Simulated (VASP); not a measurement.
# GaP (F-43m) in VASP: notebook

GaP is run at these levels: PBEsol+D4, PBE, LDA+U; tasks: single point.

All numbers are computed with VASP 6.6.1; they aren't measurements. Logs are shortened: lines on timing, memory, paths and dates and some standing lists are left out, and cuts for length are marked.

### 1 The cell of the first run

It takes space group F-43m (No. 216, cubic). Conventional cell: a = 5.452 Å, b = 5.452 Å, c = 5.452 Å, α = 90.00°, β = 90.00°, γ = 90.00°. Within 3.1 Å of Ga (site symmetry -43m) lie 4 P at 2.36 Å. P (site symmetry -43m) has 4 Ga at 2.36 Å within 3.1 Å.

### 2 Single point, PBEsol+D4

INCAR reads:

```
ALGO = Normal
EDIFF = 1E-6
ENCUT = 500
GGA = PS
GGA_COMPAT = False
ISIF = 2
ISMEAR = 0
IVDW = 13
LASPH = True
LCHARG = False
LREAL = False
LWAVE = False
NBANDS = 16
NELM = 120
PREC = Accurate
SIGMA = 0.1
```

KPOINTS reads:

```
k-points
0
Gamma
  2 2 2
```

POSCAR reads:

```
GaP
1.0
    0.0000000000      2.7258124945      2.7258124945
    2.7258124945      0.0000000000      2.7258124945
    2.7258124945      2.7258124945      0.0000000000
Ga P
1 1
Direct
    0.0000000000      0.0000000000      0.0000000000
    0.2500000000      0.2500000000      0.2500000000
```

Potentials or basis: VASP PAW PBE potentials, release 64 (Ga_d, P).

Started as:

```sh
$ cat potpaw_PBE.64/Ga_d/POTCAR potpaw_PBE.64/P/POTCAR > POTCAR
$ mpirun -np 1 vasp_std > vasp.out
```

OUTCAR:

```text
EDIFF = 1E-6
   ENCUT = 500
   GGA = PS
   ISIF = 2
   ISMEAR = 0
   IVDW = 13
   LASPH = True
   LREAL = False
   NELM = 120
   PREC = Accurate

 ion  position               nearest neighbor table
   1  0.000  0.000  0.000-   2 2.36   2 2.36   2 2.36   2 2.36
   2  0.250  0.250  0.250-   1 2.36   1 2.36   1 2.36   1 2.36

  LATTYP: Found a face centered cubic cell.
 ALAT       =     5.4516249890

  Lattice vectors:

 A1 = (   0.0000000000,   2.7258124945,   2.7258124945)
 A2 = (   2.7258124945,   0.0000000000,   2.7258124945)
 A3 = (   2.7258124945,   2.7258124945,   0.0000000000)

Analysis of symmetry for initial positions (statically):
=====================================================================
 Subroutine PRICEL returns:
 Original cell was already a primitive cell.

 Routine SETGRP: Setting up the symmetry group for a
 face centered cubic supercell.

 Subroutine GETGRP returns: Found 24 space group operations
 (whereof 24 operations were pure point group operations)
 out of a pool of 48 trial point group operations.

The static configuration has the point symmetry T_d .

Analysis of symmetry for dynamics (positions and initial velocities):
=====================================================================
 Subroutine PRICEL returns:
 Original cell was already a primitive cell.

 Routine SETGRP: Setting up the symmetry group for a
 face centered cubic supercell.

 Subroutine GETGRP returns: Found 24 space group operations
 (whereof 24 operations were pure point group operations)
 out of a pool of 48 trial point group operations.

The dynamic configuration has the point symmetry T_d .

 Subroutine INISYM returns: Found 24 space group operations
 (whereof 24 operations are pure point group operations),
 and found     1 'primitive' translations

----------------------------------------------------------------------------------------

                                     Primitive cell

  volume of cell :      40.5059

  direct lattice vectors                    reciprocal lattice vectors
     0.000000000  2.725812494  2.725812494    -0.183431546  0.183431546  0.183431546
     2.725812494  0.000000000  2.725812494     0.183431546 -0.183431546  0.183431546
     2.725812494  2.725812494  0.000000000     0.183431546  0.183431546 -0.183431546

  length of vectors
     3.854880998  3.854880998  3.854880998     0.317712757  0.317712757  0.317712757

  position of ions in fractional coordinates (direct lattice)
     0.000000000  0.000000000  0.000000000
     0.250000000  0.250000000  0.250000000

  ion indices of the primitive-cell ions
   primitive index   ion index
                 1           1
                 2           2

----------------------------------------------------------------------------------------

 KPOINTS: k-points

Automatic generation of k-mesh.
 Grid dimensions read from file:
 generate k-points for:    2    2    2

 Generating k-lattice:

  Cartesian coordinates                     Fractional coordinates (reciprocal lattice)
    -0.091715773  0.091715773  0.091715773     0.500000000  0.000000000  0.000000000
     0.091715773 -0.091715773  0.091715773     0.000000000  0.500000000  0.000000000
     0.091715773  0.091715773 -0.091715773     0.000000000  0.000000000  0.500000000

  Length of vectors
     0.158856379  0.158856379  0.158856379

  Shift w.r.t. Gamma in fractional coordinates (k-lattice)
     0.000000000  0.000000000  0.000000000

 Subroutine IBZKPT returns following result:
 ===========================================

 Found      3 irreducible k-points:

 Following reciprocal coordinates:
            Coordinates               Weight
  0.000000  0.000000  0.000000      1.000000
  0.500000  0.000000  0.000000      4.000000
  0.500000  0.500000  0.000000      3.000000
   k-points           NKPTS =      3   k-points in BZ     NKDIM =      3   number of bands    NBANDS=     16
   number of dos      NEDOS =    301   number of ions     NIONS =      2
   total plane-waves  NPLWV =  21952
   dimension x,y,z NGX =    28 NGY =   28 NGZ =   28
   dimension x,y,z NGXF=    56 NGYF=   56 NGZF=   56
   ions per type =               1   1
   NGX,Y,Z   is equivalent  to a cutoff of  12.08, 12.08, 12.08 a.u.
   NGXF,Y,Z  is equivalent  to a cutoff of  24.15, 24.15, 24.15 a.u.
 SYSTEM =  unknown system
   PREC   = accura    normal or accurate (medium, high low for compatibility)
   ISTART =      0    job   : 0-new  1-cont  2-samecut
   ICHARG =      2    charge: 1-file 2-atom 10-const
   ISPIN  =      1    spin polarized calculation?
   LNONCOLLINEAR =      F non collinear calculations
   LSORBIT =      F    spin-orbit coupling
   LASPH  =      T    aspherical Exc in radial PAW
   ENCUT  =  500.0 eV  36.75 Ry    6.06 a.u.   7.03  7.03  7.03*2*pi/ulx,y,z
   NELM   =    120;   NELMIN=  2; NELMDL= -5     # of ELM steps
   EDIFF  = 0.1E-05   stopping-criterion for ELM
   LREAL  =      F    real-space projection
   EDIFFG = 0.1E-04   stopping-criterion for IOM
   NSW    =      0    number of steps for IOM
   IBRION =     -1    ionic relax: 0-MD 1-quasi-New 2-CG
   NFREE  =      0    steps in history (QN), initial steepest desc. (CG)
   ISIF   =      2    stress and relaxation
   ISYM   =      2    0-nonsym 1-usesym 2-fastsym
   POTIM  = 0.5000    time-step for ionic-motion
   TEBEG  =    0.0;   TEEND  =   0.0 temperature during run
   PSTRESS=    0.0 pullay stress
   NELECT =      18.0000    total number of electrons
   NUPDOWN=      -1.0000    fix difference up-down
   EMIN   =  10.00;   EMAX   =-10.00  energy-range for DOS
   EFERMI =   0.00;   METHOD = LEGACY
   ISMEAR =     0;   SIGMA  =   0.10  broadening in eV -4-tet -1-fermi 0-gaus
   EFERMI_NEDOS =   21; number of points for ismear=-14 and -15
   IALGO  =     38    algorithm
   IMIX   =      4    mixing-type and parameters
     AMIX     =   0.40;   BMIX     =  1.00
     AMIX_MAG =   1.60;   BMIX_MAG =  1.00
  volume/ion in A,a.u.               =      20.25       136.67
  Fermi-wavevector in a.u.,A,eV,Ry     =   1.249280  2.360796 21.234610  1.560700
  Thomas-Fermi vector in A             =   2.383328
   LORBIT       =      0    0 simple, 1 ext, 2 COOP (PROOUT), +10 PAW based schemes
   GGA     = PS    functional components
   LHFCALC =     F    Hartree Fock is set to
   AEXX    =    0.0000 exact exchange contribution
   IVDW    =    13    specifies the selected vdW correction
   LEPSILON=     F    determine dielectric tensor
   LRPA    =     F    only Hartree local field effects (RPA)
 non-spin polarized calculation
 Gauss-broadening in eV      SIGMA  =   0.10
  energy-cutoff  :      500.00
  volume of cell :       40.51
 maximum number of plane-waves:      1056
 NGX is ok and might be reduce to    28
   NGX = 13   NGY = 13   NGZ = 13

 number of electron      18.0000016 magnetization

 Free energy of the ion-electron system (eV)
  ---------------------------------------------------
  ext. energy  EPLUGINS =         0.00000000
  ---------------------------------------------------
  free energy    TOTEN  =        -7.62438659 eV

  energy without entropy =       -7.62438659  energy(sigma->0) =       -7.62438659

 E-fermi :   5.3965     XC(G=0):  -9.8440

 val. band max:        4.9450732007   @ k =   0.0000   0.0000   0.0000
 cond. band min:       6.2369455330   @ k =   0.5000   0.5000   0.0000
 fundamental gap:      1.2918723324
 Fermi energy:         5.3965499183

 k-point     1 :       0.0000    0.0000    0.0000
  band No.  band energies     occupation
      1      -9.9835      2.00000
      2      -9.9835      2.00000
      3      -9.9835      2.00000
      4      -9.8950      2.00000
      5      -9.8950      2.00000
      6      -7.6510      2.00000
[... 8 lines left out ...]
     15      14.5154      0.00000
     16      14.5154      0.00000

 k-point     2 :       0.5000    0.0000    0.0000
  band No.  band energies     occupation
      1     -10.0509      2.00000
      2      -9.9605      2.00000
      3      -9.9605      2.00000
      4      -9.8867      2.00000
      5      -9.8867      2.00000
      6      -5.5171      2.00000
[... 8 lines left out ...]
     15      16.4629      0.00000
     16      16.4629      0.00000

 k-point     3 :       0.5000    0.5000    0.0000
  band No.  band energies     occupation
      1     -10.0856      2.00000
      2      -9.9302      2.00000
      3      -9.9200      2.00000
      4      -9.9200      2.00000
      5      -9.8735      2.00000
      6      -4.5486      2.00000
[... 8 lines left out ...]
     15      17.2270      0.00000
     16      17.7987      0.00000

------------------------ aborting loop because EDIFF is reached ----------------------------------------

  DFT-D4 for vdW energy calculation

  Edisp (eV):   -0.47366

  FORCE on cell =-STRESS in cart. coord.  units (eV):
  Direction    XX          YY          ZZ          XY          YZ          ZX
  --------------------------------------------------------------------------------------
  -------------------------------------------------------------------------------------
  Total       1.14211     1.14211     1.14211    -0.00000     0.00000    -0.00000
  in kB      45.17531    45.17531    45.17531    -0.00000     0.00000    -0.00000
  external pressure =       45.18 kB  Pullay stress =        0.00 kB

 VOLUME and BASIS-vectors are now :
 -----------------------------------------------------------------------------
  energy-cutoff  :      500.00
  volume of cell :       40.51
      direct lattice vectors                 reciprocal lattice vectors
     0.000000000  2.725812494  2.725812494    -0.183431546  0.183431546  0.183431546
     2.725812494  0.000000000  2.725812494     0.183431546 -0.183431546  0.183431546
     2.725812494  2.725812494  0.000000000     0.183431546  0.183431546 -0.183431546

 POSITION                                       TOTAL-FORCE (eV/Angst)
 -----------------------------------------------------------------------------------
      0.00000      0.00000      0.00000        -0.000000     -0.000000      0.000000
      1.36291      1.36291      1.36291         0.000000      0.000000     -0.000000
 -----------------------------------------------------------------------------------
    total drift:                                0.000001      0.000001      0.000001

  FREE ENERGIE OF THE ION-ELECTRON SYSTEM (eV)
  ---------------------------------------------------
  free  energy   TOTEN  =        -8.0980440197 eV

  energy  without entropy=       -8.0980440197  energy(sigma->0) =       -8.09804402
```

Run time: 2.5 s. Hardware: 1 thread of AMD EPYC 9R45 (Zen 5), shared host; peak memory 0.12 GiB.

Results:

```
Free energy                : -8.0980 eV
Pressure                   : 4.5 GPa
Band gap on the k mesh     : 1.29 eV (least direct gap 1.66 eV)
Dispersion energy per atom : -0.237 eV
```

Levels at points of the mesh, in eV from the valence-band top:
```
           k point  band 6  band 7  band 8  band 9  band 10  band 11  band 12  band 13
(0.00, 0.00, 0.00)  -12.60    0.00    0.00    0.00     1.66     3.57     3.57     3.57
(0.50, 0.00, 0.00)  -10.46   -6.87   -1.18   -1.18     1.43     4.41     4.41     7.94
(0.50, 0.50, 0.00)   -9.49   -7.02   -2.82   -2.82     1.29     1.53    10.40    10.40
```

Caveat: the k points lie up to 1.00 Å⁻¹ apart; the PAW data sets were made with another functional, which shifts forces and pressure a little.

### 3 Single point, PBE

This run uses another cell than the first one, of 15.13 Å³/atom.

INCAR reads:

```
SYSTEM = GaP
PREC = Accurate ; ENCUT = 500
EDIFF = 1E-6 ; ISMEAR = 1
SIGMA = 0.1 ; LREAL = .False.
LASPH = .True. ; NELM = 120
ALGO = Normal ; ISIF = 2
LWAVE = .False. ; LCHARG = .False.
GGA = PE ; NBANDS = 16
GGA_COMPAT = .False.
```

KPOINTS reads:

```
regular mesh
0
Gamma
  4 4 4
  0 0 0
```

POSCAR reads:

```
GaP
1.0
    0.0000000000      2.4732585087      2.4732585087
    2.4732585087      0.0000000000      2.4732585087
    2.4732585087      2.4732585087      0.0000000000
Ga P
1 1
Direct
    0.0000000000      0.0000000000      0.0000000000
    0.2500000000      0.2500000000      0.2500000000
```

Potentials or basis: VASP PAW PBE potentials, release 64 (Ga_d, P).

Started as:

```sh
$ cat potpaw_PBE.64/Ga_d/POTCAR potpaw_PBE.64/P/POTCAR > POTCAR
$ mpirun -np 1 vasp_std > vasp.out
```

OUTCAR:

```text
SYSTEM = GaP
   PREC = Accurate
   ENCUT = 500
   EDIFF = 1E-6
   ISMEAR = 1
   LREAL = .False.
   LASPH = .True.
   NELM = 120
   ISIF = 2
   GGA = PE

 ion  position               nearest neighbor table
   1  0.000  0.000  0.000-   2 2.14   2 2.14   2 2.14   2 2.14
   2  0.250  0.250  0.250-   1 2.14   1 2.14   1 2.14   1 2.14

  LATTYP: Found a face centered cubic cell.
 ALAT       =     4.9465170174

  Lattice vectors:

 A1 = (   0.0000000000,   2.4732585087,   2.4732585087)
 A2 = (   2.4732585087,   0.0000000000,   2.4732585087)
 A3 = (   2.4732585087,   2.4732585087,   0.0000000000)

Analysis of symmetry for initial positions (statically):
=====================================================================
 Subroutine PRICEL returns:
 Original cell was already a primitive cell.

 Routine SETGRP: Setting up the symmetry group for a
 face centered cubic supercell.

 Subroutine GETGRP returns: Found 24 space group operations
 (whereof 24 operations were pure point group operations)
 out of a pool of 48 trial point group operations.

The static configuration has the point symmetry T_d .

Analysis of symmetry for dynamics (positions and initial velocities):
=====================================================================
 Subroutine PRICEL returns:
 Original cell was already a primitive cell.

 Routine SETGRP: Setting up the symmetry group for a
 face centered cubic supercell.

 Subroutine GETGRP returns: Found 24 space group operations
 (whereof 24 operations were pure point group operations)
 out of a pool of 48 trial point group operations.

The dynamic configuration has the point symmetry T_d .

 Subroutine INISYM returns: Found 24 space group operations
 (whereof 24 operations are pure point group operations),
 and found     1 'primitive' translations

----------------------------------------------------------------------------------------

[... 94 lines left out ...]
     AMIX     =   0.40;   BMIX     =  1.00
     AMIX_MAG =   1.60;   BMIX_MAG =  1.00
  volume/ion in A,a.u.               =      15.13       102.10
  Fermi-wavevector in a.u.,A,eV,Ry     =   1.376848  2.601866 25.792725  1.895712
  Thomas-Fermi vector in A             =   2.502056
   LORBIT       =      0    0 simple, 1 ext, 2 COOP (PROOUT), +10 PAW based schemes
   GGA     = PE    functional components
   LHFCALC =     F    Hartree Fock is set to
   AEXX    =    0.0000 exact exchange contribution
   IVDW    =     0    specifies the selected vdW correction
   LEPSILON=     F    determine dielectric tensor
   LRPA    =     F    only Hartree local field effects (RPA)
 non-spin polarized calculation
 Methfessel and Paxton  Order N= 1 SIGMA  =   0.10
  energy-cutoff  :      500.00
  volume of cell :       30.26
 maximum number of plane-waves:       778
 NGX is ok and might be reduce to    28
   NGX = 13   NGY = 13   NGZ = 13

 number of electron      18.0000011 magnetization

 Free energy of the ion-electron system (eV)
  ---------------------------------------------------
  ext. energy  EPLUGINS =         0.00000000
  ---------------------------------------------------
  free energy    TOTEN  =        -7.60102494 eV

  energy without entropy =       -7.60129672  energy(sigma->0) =       -7.60111553

 E-fermi :   8.2942     XC(G=0): -11.2043

 val. band max:        8.2100490612   @ k =   0.0000   0.0000   0.0000
 cond. band min:       9.0592489941   @ k =   0.5000   0.5000   0.0000
 fundamental gap:      0.8491999329
 Fermi energy:         8.2942370017

 k-point     1 :       0.0000    0.0000    0.0000
  band No.  band energies     occupation
      1      -7.2757      2.00000
      2      -7.2757      2.00000
      3      -7.2757      2.00000
      4      -7.0520      2.00000
      5      -7.0520      2.00000
      6      -6.9145      2.00000
[... 129 lines left out ...]
      3      -7.1457      2.00000
      4      -7.0904      2.00000
      5      -7.0332      2.00000
      6      -2.1143      2.00000
[... 8 lines left out ...]
     15      22.5798      0.00000
     16      24.2043      0.00000

------------------------ aborting loop because EDIFF is reached ----------------------------------------

  FORCE on cell =-STRESS in cart. coord.  units (eV):
  Direction    XX          YY          ZZ          XY          YZ          ZX
  --------------------------------------------------------------------------------------
  -------------------------------------------------------------------------------------
  Total        9.5672469      9.5672469      9.5672469     -0.0000000      0.0000000     -0.0000000
  in kB      506.5928257    506.5928257    506.5928257     -0.0000000      0.0000000     -0.0000000
  external PRESSURE =     506.5928257 kB  Pullay stress =       0.0000000 kB

 VOLUME and BASIS-vectors are now :
 -----------------------------------------------------------------------------
  energy-cutoff  :      500.00
  volume of cell :       30.26
      direct lattice vectors                 reciprocal lattice vectors
     0.000000000  2.473258509  2.473258509    -0.202162450  0.202162450  0.202162450
     2.473258509  0.000000000  2.473258509     0.202162450 -0.202162450  0.202162450
     2.473258509  2.473258509  0.000000000     0.202162450  0.202162450 -0.202162450

 POSITION                                       TOTAL-FORCE (eV/Angst)
 -----------------------------------------------------------------------------------
      0.00000      0.00000      0.00000        -0.000000     -0.000000     -0.000000
      1.23663      1.23663      1.23663         0.000000      0.000000      0.000000
 -----------------------------------------------------------------------------------
    total drift:                                0.000002      0.000002      0.000001

  FREE ENERGIE OF THE ION-ELECTRON SYSTEM (eV)
  ---------------------------------------------------
  free  energy   TOTEN  =        -7.6010249417 eV

  energy  without entropy=       -7.6012967186  energy(sigma->0) =       -7.60111553
```

stdout:

```text
POSCAR found type information on POSCAR GaP
 POSCAR found :  2 types and       2 ions
 scaLAPACK will be used
 LDA part: xc-table for (Slater+PW92), standard interpolation
 POSCAR, INCAR and KPOINTS ok, starting setup
 FFT: planning ... GRIDC
 FFT: planning ... GRID_SOFT
 FFT: planning ... GRID
 WAVECAR not read
 entering main loop
```

Run time: 3.6 s. Hardware: 1 thread of AMD EPYC 9R45 (Zen 5), shared host; peak memory 0.12 GiB.

What came out:

| Property | Result |
| --- | --- |
| Free energy | -7.6010 eV |
| Pressure | 50.7 GPa |
| Band gap on the k mesh | 0.85 eV (least direct gap 3.60 eV) |

Caveat: the k points lie up to 0.55 Å⁻¹ apart.

(Continued in part 2 of 2.)
